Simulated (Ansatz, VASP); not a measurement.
**Ta: VASP beside Ansatz**

```
Ta
1.0
     2.93854    0.00000    0.00000
    -1.46927    2.54485    0.00000
     0.00000    0.00000    5.23426
Ta
2
Direct
  0.33333 0.66667 0.25000
  0.66667 0.33333 0.75000
```

Alike in both runs: task single point; functional r2SCAN; k mesh 11 × 11 × 5; occupations fermi-dirac, width 0.05 eV; no spin polarisation.

|  | VASP | Ansatz |
| --- | --- | --- |
| version | VASP 6.6.1 | Ansatz 0.2.0 |
| potentials or method | VASP PAW PBE potentials, release 64 (Ta_pv) | Ansatz PAW |
| plane-wave cutoff (eV) | 520 | 500 |
| valence electrons in the cell | 22 | 26 |

Ansatz gave:

| Property | Result |
| --- | --- |
| gap on the k mesh at the Fermi level (eV) | none |
| pressure (GPa) | -10.3 |
| traceless stress, the component that is largest in VASP (GPa) | 0.99 |

**Question.** Which values does VASP return?

**Answer.** gap on the k mesh at the Fermi level (eV): none; pressure (GPa): -9.9; traceless stress, the component that is largest in VASP (GPa): 1.05.

VASP's potentials were made for PBE, not for r2SCAN. A gap of «none» marks a metal or a gap that the smearing closes. VASP's potentials hold 22 valence electrons a cell and Ansatz's 26, so a difference there can come from the potentials and not from the codes.

Neither program's run includes spin-orbit coupling.
